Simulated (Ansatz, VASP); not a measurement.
**One calculation of TaN, two programs**

```xyz
2
Lattice="0.0000 2.3969 2.1790 1.9611 0.0000 2.1790 1.9611 2.3969 0.0000" Properties=species:S:1:pos:R:3 pbc="T T T"
Ta    1.9611    2.3969    2.1790
N     0.0000    0.0000    0.0000
```

Change from the starting cell: strain -0.1000 x Voigt [1, -1, 0, 0, 0, 0], atoms carried along.

Alike in both runs: task single point; functional PBE; k mesh 18 × 18 × 18; occupations gaussian, width 0.02 eV; no spin polarisation.

```csv
,VASP,Ansatz
version,VASP 6.6.1,Ansatz 0.2.0
potentials or method,"VASP PAW PBE potentials, release 64 (Ta_pv, N), cutoff 520 eV","scalar-relativistic, plane waves, PAW"
valence electrons in the cell,16,18
```

Ansatz gave:

```
gap on the k mesh at the Fermi level (eV)                     : none
pressure (GPa)                                                : 46.6
traceless stress, the component that is largest in VASP (GPa) : 82.33
```

Problem. Estimate VASP's values.

Solution. gap on the k mesh at the Fermi level (eV): none; pressure (GPa): 48.0; traceless stress, the component that is largest in VASP (GPa): 83.46.

A gap of «none» marks a metal or a gap that the smearing closes. Both programs put the cell under a high pressure, so it lies far from rest at this level. VASP's potentials hold 16 valence electrons a cell and Ansatz's 18, so a difference there can come from the potentials and not from the codes.

Spin-orbit coupling is off throughout.
